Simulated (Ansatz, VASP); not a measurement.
# SiHg in VASP and in Ansatz

```
Si Hg
1.0
     3.44929    0.00000    0.00000
     0.00000    3.44929    0.00000
     0.00000    0.00000    3.44929
Si Hg
1 1
Direct
  0.00000 0.00000 0.00000
  0.50000 0.50000 0.50000
```

Change from the starting cell: species swapped into the MnCo type (Pm-3m, No. 221).

Alike in both runs: functional PBE; k mesh 16 × 16 × 16; occupations gaussian, width 0.1 eV; no spin polarisation.

Ansatz relaxed the structure, and its values are those at the end. VASP's run is a single point on that final structure, the one shown.

|  | VASP | Ansatz |
| --- | --- | --- |
| version | VASP 6.6.1 | Ansatz 0.2.0 |
| potentials or method | VASP PAW PBE potentials, release 64 (Si, Hg), cutoff 520 eV | scalar-relativistic, plane waves, PAW |
| valence electrons in the cell | 16 | 24 |

```tsv
	VASP	Ansatz	Ansatz less VASP
gap on the k mesh at the Fermi level (eV)	none	none	-
pressure (GPa)	0.2	0.0	-0.27
```

A gap of «none» marks a metal or a gap that the smearing closes. With one functional, cell and mesh, what is left measures potentials, basis and numerics. VASP's potentials hold 16 valence electrons a cell and Ansatz's 24, so a difference there can come from the potentials and not from the codes.

Neither program's run includes spin-orbit coupling.
